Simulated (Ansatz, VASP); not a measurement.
# Two plane-wave programs on As

```
As
1.0
    -1.61904    1.61904    1.61904
     1.61904   -1.61904    1.61904
     1.61904    1.61904   -1.61904
As
1
Direct
  0.00000 0.00000 0.00000
```

Change from the starting cell: volume scaled by 0.95, PAW files.

Alike in both runs: task single point; functional LDA; k mesh 18 × 18 × 18; occupations fermi-dirac, width 0.08 eV; no spin polarisation.

|  | VASP | Ansatz |
| --- | --- | --- |
| version | VASP 6.6.1 | Ansatz 0.2.0 |
| potentials or method | VASP PAW LDA potentials, release 64 (As) | PAW with Ansatz's default frozen-core files, scalar-relativistic |
| plane-wave cutoff (eV) | 500 | 420 |
| valence electrons in the cell | 5 | 15 |

```csv
,VASP,Ansatz,Ansatz less VASP
pressure (GPa),6.1,5.7,-0.41
```

LDA's correlation is that of Perdew and Zunger in VASP and of Perdew and Wang (1992) in Ansatz. VASP's potentials hold 5 valence electrons a cell and Ansatz's 15, so a difference there can come from the potentials and not from the codes.
